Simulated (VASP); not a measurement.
# MgO (P6_3mc) in VASP: a series of runs

The runs below take MgO through single point, with PBEsol.

Everything below comes from runs of VASP 6.6.1. Logs are shortened: lines on timing, memory, paths and dates and some standing lists are left out, and cuts for length are marked.

## 1. The cell of the first run

It takes space group P6_3mc (No. 186, hexagonal). Conventional cell: a = 3.240 Å, b = 3.240 Å, c = 5.218 Å, α = 90.00°, β = 90.00°, γ = 120.00°. Mg (site symmetry 3m) has 4 O at 1.96 to 2.01 Å within 2.6 Å. O (site symmetry 3m) has 4 Mg at 1.96 to 2.01 Å within 2.6 Å.

## 2. Single point, PBEsol (c/a of the conventional cell at fixed volume 1.6106)

File INCAR:

```
SYSTEM = MgO
ALGO = Normal
EDIFF = 1E-7
ENCUT = 520
GGA = PS
ISIF = 2
ISMEAR = 0
LASPH = .TRUE.
LCHARG = .TRUE.
LELF = .TRUE.
LREAL = .FALSE.
LVHAR = .TRUE.
LWAVE = .FALSE.
NBANDS = 16
NELM = 60
PREC = Accurate
SIGMA = 0.05
```

File KPOINTS:

```
k-points
0
G
  9 9 6
  0 0 0
```

File POSCAR:

```
MgO
1.0
    3.2399209199      0.0000000000      0.0000000000
   -1.6199604600      2.8058538229      0.0000000000
    0.0000000000      0.0000000000      5.2182166336
Mg O
2 2
Direct
    0.3333333333      0.6666666667      0.0154725274
    0.6666666667      0.3333333333      0.5154725274
    0.3333333333      0.6666666667      0.4009416620
    0.6666666667      0.3333333333      0.9009416620
```

Potentials or basis: VASP PAW PBE potentials, release 64 (Mg, O).

Run with:

```sh
$ cat potpaw_PBE.64/Mg/POTCAR potpaw_PBE.64/O/POTCAR > POTCAR
$ mpirun -np 1 vasp_std > vasp.out
```

OUTCAR:

```text
SYSTEM = MgO
   EDIFF = 1E-7
   ENCUT = 520
   GGA = PS
   ISIF = 2
   ISMEAR = 0
   LASPH = .TRUE.
   LREAL = .FALSE.
   NELM = 60
   PREC = Accurate

 ion  position               nearest neighbor table
   1  0.333  0.667  0.015-   4 1.96   4 1.96   4 1.96   3 2.01   2 3.21   2 3.21   2 3.21   2 3.21
                             2 3.21   2 3.21
   2  0.667  0.333  0.515-   3 1.96   3 1.96   3 1.96   4 2.01   1 3.21   1 3.21   1 3.21   1 3.21
                             1 3.21   1 3.21
   3  0.333  0.667  0.401-   2 1.96   2 1.96   2 1.96   1 2.01
   4  0.667  0.333  0.901-   1 1.96   1 1.96   1 1.96   2 2.01

  LATTYP: Found a hexagonal cell.
 ALAT       =     3.2399209199
 C/A-ratio  =     1.6106000000

  Lattice vectors:

 A1 = (   3.2399209199,   0.0000000000,   0.0000000000)
 A2 = (  -1.6199604600,   2.8058538229,   0.0000000000)
 A3 = (   0.0000000000,   0.0000000000,   5.2182166336)

Analysis of symmetry for initial positions (statically):
=====================================================================
 Subroutine PRICEL returns:
 Original cell was already a primitive cell.

 Routine SETGRP: Setting up the symmetry group for a
 hexagonal supercell.

 Subroutine GETGRP returns: Found 12 space group operations
 (whereof  6 operations were pure point group operations)
 out of a pool of 24 trial point group operations.

The static configuration has the point symmetry C_3v.
 The point group associated with its full space group is C_6v.

Analysis of symmetry for dynamics (positions and initial velocities):
=====================================================================
 Subroutine PRICEL returns:
 Original cell was already a primitive cell.

 Routine SETGRP: Setting up the symmetry group for a
 hexagonal supercell.

 Subroutine GETGRP returns: Found 12 space group operations
 (whereof  6 operations were pure point group operations)
 out of a pool of 24 trial point group operations.

The dynamic configuration has the point symmetry C_3v.
 The point group associated with its full space group is C_6v.

 Subroutine INISYM returns: Found 12 space group operations
 (whereof  6 operations are pure point group operations),
 and found     1 'primitive' translations

----------------------------------------------------------------------------------------

[... 90 lines left out ...]
   ISPIN  =      1    spin polarized calculation?
   LNONCOLLINEAR =      F non collinear calculations
   LSORBIT =      F    spin-orbit coupling
   LASPH  =      T    aspherical Exc in radial PAW
   ENCUT  =  520.0 eV  38.22 Ry    6.18 a.u.   6.02  6.02  9.70*2*pi/ulx,y,z
   NELM   =     60;   NELMIN=  2; NELMDL= -5     # of ELM steps
   EDIFF  = 0.1E-06   stopping-criterion for ELM
   LREAL  =      F    real-space projection
   EDIFFG = 0.1E-05   stopping-criterion for IOM
   NSW    =      0    number of steps for IOM
   IBRION =     -1    ionic relax: 0-MD 1-quasi-New 2-CG
   NFREE  =      0    steps in history (QN), initial steepest desc. (CG)
   ISIF   =      2    stress and relaxation
   ISYM   =      2    0-nonsym 1-usesym 2-fastsym
   POTIM  = 0.5000    time-step for ionic-motion
   TEBEG  =    0.0;   TEEND  =   0.0 temperature during run
   PSTRESS=    0.0 pullay stress
   NELECT =      16.0000    total number of electrons
   NUPDOWN=      -1.0000    fix difference up-down
   EMIN   =  10.00;   EMAX   =-10.00  energy-range for DOS
   EFERMI =   0.00;   METHOD = LEGACY
   ISMEAR =     0;   SIGMA  =   0.05  broadening in eV -4-tet -1-fermi 0-gaus
   EFERMI_NEDOS =   21; number of points for ismear=-14 and -15
   IALGO  =     38    algorithm
   IMIX   =      4    mixing-type and parameters
     AMIX     =   0.40;   BMIX     =  1.00
     AMIX_MAG =   1.60;   BMIX_MAG =  1.00
  volume/ion in A,a.u.               =      11.86        80.03
  Fermi-wavevector in a.u.,A,eV,Ry     =   1.139570  2.153475 17.668792  1.298620
  Thomas-Fermi vector in A             =   2.276273
   LORBIT       =      0    0 simple, 1 ext, 2 COOP (PROOUT), +10 PAW based schemes
   GGA     = PS    functional components
   LHFCALC =     F    Hartree Fock is set to
   AEXX    =    0.0000 exact exchange contribution
   IVDW    =     0    specifies the selected vdW correction
   LEPSILON=     F    determine dielectric tensor
   LRPA    =     F    only Hartree local field effects (RPA)
 non-spin polarized calculation
 Gauss-broadening in eV      SIGMA  =   0.05
  energy-cutoff  :      520.00
  volume of cell :       47.44
 maximum number of plane-waves:      1302
   NGX = 13   NGY = 13   NGZ = 19

 number of electron      16.0000010 magnetization

 Free energy of the ion-electron system (eV)
  ---------------------------------------------------
  ext. energy  EPLUGINS =         0.00000000
  ---------------------------------------------------
  free energy    TOTEN  =       -24.52851722 eV

  energy without entropy =      -24.52851722  energy(sigma->0) =      -24.52851722

 E-fermi :   1.0185     XC(G=0):  -9.9554

 val. band max:        0.7702313047   @ k =   0.0000   0.0000   0.0000
 cond. band min:       4.3108718633   @ k =   0.0000   0.0000   0.0000
 fundamental gap:      3.5406405587
 Fermi energy:         1.0184633491

 k-point     1 :       0.0000    0.0000    0.0000
  band No.  band energies     occupation
      1     -15.1800      2.00000
      2     -14.4653      2.00000
      3      -2.4369      2.00000
      4       0.3870      2.00000
      5       0.3870      2.00000
      6       0.6269      2.00000
[... 433 lines left out ...]
      3      -1.6672      2.00000
      4      -1.1916      2.00000
      5      -1.1916      2.00000
      6      -0.5743      2.00000
[... 8 lines left out ...]
     15      14.3492      0.00000
     16      18.4181      0.00000

 [... further k-points ...]
[... 5 lines left out ...]
  --------------------------------------------------------------------------------------
  -------------------------------------------------------------------------------------
  Total        0.7346794      0.7346794     -0.9968204     -0.0000000      0.0000000      0.0000000
  in kB       24.8134352     24.8134352    -33.6671194     -0.0000000      0.0000000      0.0000000
  external PRESSURE =       5.3199170 kB  Pullay stress =       0.0000000 kB

 VOLUME and BASIS-vectors are now :
 -----------------------------------------------------------------------------
  energy-cutoff  :      520.00
  volume of cell :       47.44
      direct lattice vectors                 reciprocal lattice vectors
     3.239920920  0.000000000  0.000000000     0.308649509  0.178198877  0.000000000
    -1.619960460  2.805853823  0.000000000     0.000000000  0.356397754  0.000000000
     0.000000000  0.000000000  5.218216634     0.000000000  0.000000000  0.191636352

 POSITION                                       TOTAL-FORCE (eV/Angst)
 -----------------------------------------------------------------------------------
     -0.00000      1.87057      0.08074         0.000000     -0.000000      0.146059
      1.61996      0.93528      2.68985        -0.000000      0.000000      0.146059
     -0.00000      1.87057      2.09220         0.000000     -0.000000     -0.146059
      1.61996      0.93528      4.70131        -0.000000      0.000000     -0.146059
 -----------------------------------------------------------------------------------
    total drift:                               -0.000000      0.000000      0.001432

  FREE ENERGIE OF THE ION-ELECTRON SYSTEM (eV)
  ---------------------------------------------------
  free  energy   TOTEN  =       -24.5285172208 eV

  energy  without entropy=      -24.5285172208  energy(sigma->0) =      -24.52851722
```

It took 29 s on 1 thread of Intel Xeon Platinum 8488C (Sapphire Rapids), shared host; peak memory 0.17 GiB.

Results:

```yaml
Free_energy: -24.5285 eV
Pressure: 0.5 GPa
Largest_force: 0.146 eV/Å
Band_gap_on_the_k_mesh: 3.54 eV, direct
```

Forces in eV/Å, atoms in the order of the input:
```
Mg   0.000  0.000  0.146
Mg   0.000  0.000  0.146
O    0.000  0.000 -0.146
O    0.000  0.000 -0.146
```

Stress tensor (GPa, compression positive):
```
 2.48  0.00  0.00
 0.00  2.48  0.00
 0.00  0.00 -3.37
```

Caveat: the PAW data sets were made with another functional, which shifts forces and pressure a little. A k mesh can miss the band edges.

## 3. Single point, PBEsol (c/a of the conventional cell at fixed volume 1.6410)

File INCAR:

```
SYSTEM = MgO
PREC = Accurate
ENCUT = 520
EDIFF = 1E-6
ISMEAR = 0
SIGMA = 0.05
LREAL = .False.
LASPH = .True.
NELM = 100
ALGO = Normal
ISIF = 2
LWAVE = .False.
LCHARG = .False.
GGA = PS
NBANDS = 16
```

File KPOINTS:

```
Automatic mesh
0
Gamma
  9 9 6
  0 0 0
```

File POSCAR:

```
MgO
1.0
    3.2197892641      0.0000000000      0.0000000000
   -1.6098946321      2.7884192976      0.0000000000
    0.0000000000      0.0000000000      5.2836741825
Mg O
2 2
Direct
    0.3333333333      0.6666666667      0.0390610606
    0.6666666667      0.3333333333      0.5390610606
    0.3333333333      0.6666666667      0.4009416620
    0.6666666667      0.3333333333      0.9009416620
```

Potentials or basis: VASP PAW PBE potentials, release 64 (Mg, O).

Run with:

```sh
$ cat potpaw_PBE.64/Mg/POTCAR potpaw_PBE.64/O/POTCAR > POTCAR
$ mpirun -np 1 vasp_std > vasp.out
```

Run time: 19 s. Hardware: 1 thread of Intel Xeon Platinum 8488C (Sapphire Rapids), shared host; peak memory 0.17 GiB.

The run converged. Its results:

```
Free energy            : -24.4510 eV
Pressure               : 0.9 GPa
Largest force          : 0.814 eV/Å
Band gap on the k mesh : 3.55 eV, direct
```

Forces in eV/Å, atoms in the order of the input:
```
Mg   0.000  0.000 -0.814
Mg   0.000  0.000 -0.814
O    0.000  0.000  0.814
O    0.000  0.000  0.814
```

Stress tensor (GPa, compression positive):
```
0.01 0.00 0.00
0.00 0.01 0.00
0.00 0.00 2.83
```

Levels at points of the mesh, in eV from the valence-band top:
| k point | band 4 | band 5 | band 6 | band 7 | band 8 | band 9 | band 10 | band 11 | band 12 | band 13 |
| --- | --- | --- | --- | --- | --- | --- | --- | --- | --- | --- |
| (0.00, 0.00, 0.00) | -0.20 | -0.20 | -0.17 | 0.00 | 0.00 | 3.55 | 8.45 | 9.79 | 14.86 | 14.86 |
| (0.00, 0.00, 0.50) | -2.02 | -0.10 | -0.10 | -0.10 | -0.10 | 5.88 | 5.88 | 12.69 | 12.69 | 15.39 |

Caveat: the PAW data sets were made with another functional, which shifts forces and pressure a little.
